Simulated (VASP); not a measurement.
Runs of VASP 6.6.1 on NaF. The structure is cubic, space group Fm-3m (No. 225). Conventional cell: a = 4.594 Å, b = 4.594 Å, c = 4.594 Å, α = 90.00°, β = 90.00°, γ = 90.00°. Within 3.0 Å of Na (site symmetry m-3m) lie 6 F at 2.30 Å. F (site symmetry m-3m) has 6 Na at 2.30 Å within 3.0 Å. 

```tsv
level	k mesh	smearing	grid for exact exchange (PRECFOCK)	screening parameter	share of exact exchange	gap on the mesh (eV)	pressure (GPa)
PBEsol	6 × 6 × 6	methfessel-paxton 0.2 eV	-	-	-	6.30	1.0
HSE06	4 × 4 × 4	gaussian 0.01 eV	Normal	0.2079 1/Å	-	8.61	(c)
PBEsol	6 × 6 × 6	fermi-dirac 0.05 eV	-	-	-	6.30	1.1
PBE-based screened hybrid	4 × 4 × 4	gaussian 0.01 eV	Normal	0.3 1/Å	0.1	7.19	2.8
PBEsol	6 × 6 × 6	gaussian 0.01 eV	-	-	-	6.30	1.1
PBE-based screened hybrid	4 × 4 × 4	gaussian 0.01 eV	Normal	0.5 1/Å	0.2	7.55	(d)
PBE-based screened hybrid	4 × 4 × 4	gaussian 0.01 eV	Normal	0.2078 1/Å	0.2	8.17	(a)
PBEsol+D4	6 × 6 × 6	gaussian 0.01 eV	-	-	-	6.30	0.8
PBEsol	6 × 6 × 6	fermi-dirac 0.001 eV	-	-	-	6.30	1.1
PBEsol	6 × 6 × 6	methfessel-paxton 0.05 eV	-	-	-	6.30	1.2
PBEsol	6 × 6 × 6, shifted	gaussian 0.01 eV	-	-	-	(b)	1.2
```

Alike in all rows: task single point; potentials or basis VASP PAW PBE potentials, release 64 (Na_pv, F); no spin polarisation; cell as given; cutoff (eV) 520.

Task: Estimate the missing entries.

Result: (a) 2.0; (b) 6.57; (c) 1.6; (d) 2.1.

Caveats: some runs use coarse meshes; the PAW data sets were made with another functional, which shifts forces and pressure a little.

A k mesh can miss the band edges.
